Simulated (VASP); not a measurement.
# Mg (Im-3m) in VASP: further runs, part 2 of 2

VASP 6.6.1. The steps go on from the part before.

### Step 3. Single point, PBEsol (24.27 Å³/atom)

This run uses another cell than the first one, of 24.27 Å³/atom.

File INCAR:

```
PREC = Accurate ; ENCUT = 520
EDIFF = 1E-6 ; ISMEAR = -1
SIGMA = 0.1 ; LREAL = F
LASPH = T ; NELM = 60
ALGO = Normal ; ISIF = 2
LWAVE = F ; LCHARG = T
GGA = PS ; LELF = T
LVHAR = T ; NBANDS = 7
```

File KPOINTS:

```
regular mesh
0
Gamma
  14 14 14
```

File POSCAR:

```
Mg
1.0
   -1.8240020781      1.8240020781      1.8240020781
    1.8240020781     -1.8240020781      1.8240020781
    1.8240020781      1.8240020781     -1.8240020781
Mg
1
Direct
    0.0000000000      0.0000000000      0.0000000000
```

Potentials or basis: VASP PAW PBE potentials, release 64 (Mg).

On the command line:

```sh
cat potpaw_PBE.64/Mg/POTCAR > POTCAR
mpirun -np 1 vasp_std > vasp.out
```

Wall time 14 s (1 thread of Intel Xeon 8259CL, shared host); peak memory 0.15 GiB.

Results (log left out):

```
Free energy            : -1.6883 eV
Pressure               : -2.4 GPa
Band gap on the k mesh : zero (bands 1 and 2 overlap by 4.61 eV)
```

Levels at points of the mesh, in eV from the Fermi level:
| k point | band 1 | band 2 | band 3 | band 4 |
| --- | --- | --- | --- | --- |
| (0.00, 0.00, 0.00) | -6.73 | 12.61 | 12.61 | 12.61 |
| (0.50, 0.00, 0.00) | -1.43 | -0.94 | 8.40 | 8.87 |
| (0.50, 0.50, 0.50) | 3.67 | 3.67 | 3.67 | 3.96 |

Caveat: the PAW data sets were made with another functional, which shifts forces and pressure a little.

### Step 4. Single point, PBEsol (25.17 Å³/atom)

This run uses another cell than the first one, of 25.17 Å³/atom.

File INCAR:

```
ALGO = Normal
EDIFF = 1E-6
ENCUT = 520
GGA = PS
ISIF = 2
ISMEAR = -1
LASPH = True
LCHARG = True
LELF = True
LREAL = False
LVHAR = True
LWAVE = False
NBANDS = 7
NELM = 60
PREC = Accurate
SIGMA = 0.1
```

File KPOINTS:

```
k-points
0
Gamma
  14 14 14
```

File POSCAR:

```
Mg
1.0
   -1.8462481984      1.8462481984      1.8462481984
    1.8462481984     -1.8462481984      1.8462481984
    1.8462481984      1.8462481984     -1.8462481984
Mg
1
Direct
    0.0000000000      0.0000000000      0.0000000000
```

Potentials or basis: VASP PAW PBE potentials, release 64 (Mg).

On the command line:

```sh
cat potpaw_PBE.64/Mg/POTCAR > POTCAR
mpirun -np 1 vasp_std > vasp.out
```

OUTCAR:

```text
EDIFF = 1E-6
   ENCUT = 520
   GGA = PS
   ISIF = 2
   ISMEAR = -1
   LASPH = True
   LREAL = False
   NELM = 60
   PREC = Accurate

 ion  position               nearest neighbor table
   1  0.000  0.000  0.000-

  LATTYP: Found a body centered cubic cell.
 ALAT       =     3.6924963968

  Lattice vectors:

 A1 = (  -1.8462481984,   1.8462481984,   1.8462481984)
 A2 = (   1.8462481984,  -1.8462481984,   1.8462481984)
 A3 = (   1.8462481984,   1.8462481984,  -1.8462481984)

Analysis of symmetry for initial positions (statically):
=====================================================================
 Subroutine PRICEL returns:
 Original cell was already a primitive cell.

 Routine SETGRP: Setting up the symmetry group for a
 body centered cubic supercell.

 Subroutine GETGRP returns: Found 48 space group operations
 (whereof 48 operations were pure point group operations)
 out of a pool of 48 trial point group operations.

The static configuration has the point symmetry O_h .

Analysis of symmetry for dynamics (positions and initial velocities):
[... 157 lines left out ...]

 val. band max:        2.1116930985   @ k =  -0.4286   0.5000   0.0714
 cond. band min:       2.1858671564   @ k =   0.3571   0.2143   0.0714
 fundamental gap:      0.0741740579
 Fermi energy:         2.1655150937

 k-point     1 :       0.0000    0.0000    0.0000
  band No.  band energies     occupation
      1      -4.4058      2.00000
      2      14.5415      0.00000
      3      14.5415      0.00000
      4      14.5415      0.00000
      5      16.0593      0.00000
      6      16.0593      0.00000
      7      16.0593      0.00000
[... 221 lines left out ...]
 k-point    24 :       0.3571    0.2857    0.0000
  band No.  band energies     occupation
      1       2.0434      1.54454
      2       2.4604      0.09956
      3       3.9293      0.00000
      4       9.7517      0.00000
      5      15.5049      0.00000
      6      16.7117      0.00000
      7      17.2240      0.00000

 [... further k-points ...]

------------------------ aborting loop because EDIFF is reached ----------------------------------------

  FORCE on cell =-STRESS in cart. coord.  units (eV):
  Direction    XX          YY          ZZ          XY          YZ          ZX
  --------------------------------------------------------------------------------------
  -------------------------------------------------------------------------------------
  Total       -0.5247382     -0.5247382     -0.5247382      0.0000000      0.0000000      0.0000000
  in kB      -33.3981938    -33.3981938    -33.3981938      0.0000000      0.0000000      0.0000000
  external PRESSURE =     -33.3981938 kB  Pullay stress =       0.0000000 kB

 VOLUME and BASIS-vectors are now :
 -----------------------------------------------------------------------------
  energy-cutoff  :      520.00
  volume of cell :       25.17
      direct lattice vectors                 reciprocal lattice vectors
    -1.846248198  1.846248198  1.846248198     0.000000000  0.270819492  0.270819492
     1.846248198 -1.846248198  1.846248198     0.270819492  0.000000000  0.270819492
     1.846248198  1.846248198 -1.846248198     0.270819492  0.270819492  0.000000000

 POSITION                                       TOTAL-FORCE (eV/Angst)
 -----------------------------------------------------------------------------------
      0.00000      0.00000      0.00000        -0.000000      0.000000      0.000000
 -----------------------------------------------------------------------------------
    total drift:                                0.000000      0.000000      0.000000

  FREE ENERGIE OF THE ION-ELECTRON SYSTEM (eV)
  ---------------------------------------------------
  free  energy   TOTEN  =        -1.6720384041 eV

  energy  without entropy=       -1.6575839491  energy(sigma->0) =       -1.66481118
```

stdout:

```text
POSCAR found type information on POSCAR Mg
 POSCAR found :  1 types and       1 ions
 scaLAPACK will be used
 -----------------------------------------------------------------------------
|                                                                             |
|                                                                             |
|     You enforced a specific xc type in the INCAR file but a different       |
|     I HOPE YOU KNOW WHAT YOU ARE DOING!                                     |
|                                                                             |
 -----------------------------------------------------------------------------

 LDA part: xc-table for (Slater+PW92), standard interpolation
 POSCAR, INCAR and KPOINTS ok, starting setup
 FFT: planning ... GRIDC
 FFT: planning ... GRID_SOFT
 FFT: planning ... GRID
 WAVECAR not read
 entering main loop
```

Run time: 13 s. Hardware: 1 thread of Intel Xeon 8259CL, shared host; peak memory 0.14 GiB.

What came out:

* Free energy: -1.6720 eV
* Pressure: -3.3 GPa
* Band gap on the k mesh: zero (bands 1 and 2 overlap by 4.52 eV)

Caveat: the cell stands under tension; the PAW data sets were made with another functional, which shifts forces and pressure a little.

### Step 5. Single point, PBEsol

This run uses another cell than the first one, of 22.48 Å³/atom.

File INCAR:

```
SYSTEM = Mg
  ALGO = Normal
  EDIFF = 1E-7
  ENCUT = 520
  GGA = PS
  ISIF = 2
  ISMEAR = -1
  LASPH = .True.
  LCHARG = .False.
  LREAL = .False.
  LWAVE = .False.
  NBANDS = 7
  NELM = 60
  PREC = Accurate
  SIGMA = 0.1
```

File KPOINTS:

```
k-points
0
Gamma
  20 20 20
  0 0 0
```

File POSCAR:

```
Mg
1.0
   -1.7778048103      1.7778048103      1.7778048103
    1.7778048103     -1.7778048103      1.7778048103
    1.7778048103      1.7778048103     -1.7778048103
Mg
1
Direct
    0.0000000000      0.0000000000      0.0000000000
```

On the command line:

```sh
cat potpaw_PBE.64/Mg/POTCAR > POTCAR
mpirun -np 1 vasp_std > vasp.out
```

Run time: 26 s. Hardware: 1 thread of Intel Xeon 8259CL, shared host; peak memory 0.17 GiB.

It converged, with:

```
Free energy            : -1.7030 eV
Pressure               : 0.0 GPa
Band gap on the k mesh : zero (bands 1 and 2 overlap by 4.82 eV)
```

Levels at points of the mesh, in eV from the Fermi level:
```csv
k point,band 1,band 2,band 3,band 4,band 5
"(0.00, 0.00, 0.00)",-7.06,13.12,13.12,13.12,15.16
"(0.50, 0.00, 0.00)",-1.54,-0.93,8.67,9.46,10.31
"(0.50, 0.50, 0.50)",3.89,3.89,3.89,3.99,3.99
```

Caveat: the PAW data sets were made with another functional, which shifts forces and pressure a little.

### Step 6. Summary

```tsv
cell	k mesh	gap on the mesh (eV)	pressure (GPa)
a = 3.120 Å, angles 109.5°, 1 atom	14 × 14 × 14	none	-1.4
a = 3.159 Å, angles 109.5°, 1 atom	14 × 14 × 14	none	-2.4
a = 3.198 Å, angles 109.5°, 1 atom	14 × 14 × 14	none	-3.3
a = 3.079 Å, angles 109.5°, 1 atom	20 × 20 × 20	none	0.0
```

Alike in all rows: task single point; level PBEsol; potentials or basis VASP PAW PBE potentials, release 64 (Mg); no spin polarisation; cutoff (eV) 520; smearing fermi-dirac 0.1 eV.

Caveats: the PAW data sets were made with another functional, which shifts forces and pressure a little; the cell stands under tension (at least some runs).

Total energies depend on the potentials used, so only differences within one code and one set of settings carry meaning.
